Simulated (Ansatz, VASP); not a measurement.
# Two plane-wave programs on C

The input INCAR:

```
SYSTEM = C
ALGO = Normal
EDIFF = 1E-6
ENCUT = 520
GGA = PE
ISIF = 2
ISMEAR = 0
IVDW = 12
LASPH = .TRUE.
LCHARG = .FALSE.
LREAL = .FALSE.
LWAVE = .FALSE.
NBANDS = 11
NELM = 100
PREC = Accurate
SIGMA = 0.03
```

KPOINTS

```
k-points
0
G
  16 16 16
  0 0 0
```

The input POSCAR:

```
C
1.0
    0.0000000000      2.0755805716      3.3047059672
    1.1989765253      0.0000000000      3.3047059672
    1.1989765253      2.0755805716      0.0000000000
C
2
Direct
    0.1403389013      0.8596610987      0.1403389013
    0.8596610987      0.1403389013      0.8596610987
```

Input for Ansatz:

```yaml
crystal:
  lattice:
    - [0.0, 2.0755805716, 3.3047059672]
    - [1.1989765253, 0.0, 3.3047059672]
    - [1.1989765253, 2.0755805716, 0.0]
  atoms:
    - { symbol: C, position: [0.1403389013, 0.8596610987, 0.1403389013] }
    - { symbol: C, position: [0.8596610987, 0.1403389013, 0.8596610987] }
basis:
  ecutwfc: 520.0
kpoints:
  mp_grid: { grid: [16, 16, 16] }
hamiltonian:
  xc: pbe
  pseudopotentials: { kind: paw, azcp: { folder: soft_1 } }
  dispersion: d3bj
scf:
  occupations: { method: gaussian, width: 0.03 }
output:
  forces: true
  stress: true
  eigenvalues: true
```

Alike in both runs: task single point; functional PBE; dispersion D3(BJ); k mesh 16 × 16 × 16; occupations gaussian, width 0.03 eV; no spin polarisation.

|  | VASP | Ansatz |
| --- | --- | --- |
| version | VASP 6.6.1 | Ansatz 0.2.0 |
| potentials or method | VASP PAW PBE potentials, release 64 (C), cutoff 520 eV | scalar-relativistic, plane waves, PAW |
| valence electrons in the cell | 8 | 8 |

|  | VASP | Ansatz | Ansatz less VASP |
| --- | --- | --- | --- |
| gap on the k mesh at the Fermi level (eV) | none | none | - |
| rms of the force components (eV/Å) | 10.959 | 10.857 | -0.1019 |

Atom by atom the forces differ by 0.102 eV/Å (rms over components). A gap of «none» marks a metal or a gap that the smearing closes.
